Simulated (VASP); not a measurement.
Here is a VASP 6.6.1 calculation.

The input INCAR:

```
PREC = Accurate
ENCUT = 520
EDIFF = 1E-6
ISMEAR = -1
SIGMA = 0.05
LREAL = False
LASPH = True
NELM = 60
ALGO = Normal
ISIF = 2
LWAVE = False
LCHARG = True
GGA = PE
ALDAC = 0.0
AGGAC = 0.0
LELF = True
LVHAR = True
NBANDS = 50
```

KPOINTS

```
regular mesh
0
Gamma
  3 6 6
```

POSCAR

```
SnSe
1.0
   11.1868733615      0.0000000000      0.0000000000
    0.0000000000      4.1044657955      0.0000000000
    0.0000000000      0.0000000000      4.3689540449
Sn Se
4 4
Direct
    0.8770000000      0.7500000000      0.9090000000
    0.6230000000      0.2500000000      0.4090000000
    0.3770000000      0.7500000000      0.5910000000
    0.1230000000      0.2500000000      0.0910000000
    0.6430000000      0.7500000000      0.9840000000
    0.8570000000      0.2500000000      0.4840000000
    0.1430000000      0.7500000000      0.5160000000
    0.3570000000      0.2500000000      0.0160000000
```

Potentials or basis: VASP PAW PBE potentials, release 64 (Sn_d, Se).

Run with:

```sh
$ cat potpaw_PBE.64/Sn_d/POTCAR potpaw_PBE.64/Se/POTCAR > POTCAR
$ mpirun -np 1 vasp_std > vasp.out
```

Predict the largest force.

1.028 eV/Å.

What does it give for the band gap on the k mesh?

0.64 eV (least direct gap 0.82 eV).

Estimate the pressure.

17.6 GPa.

Stress tensor (GPa, compression positive):
```
20.32  0.00  0.00
 0.00 16.44  0.00
 0.00  0.00 16.02
```

Caveat: the cell stands under pressure; spin-orbit coupling is left out, which moves the levels of the heavy elements; an odd mesh through Γ misses points on the zone boundary, where band edges can lie; forces of over 1 eV/Å act on the atoms, so gaps and moduli don't describe the material at rest.
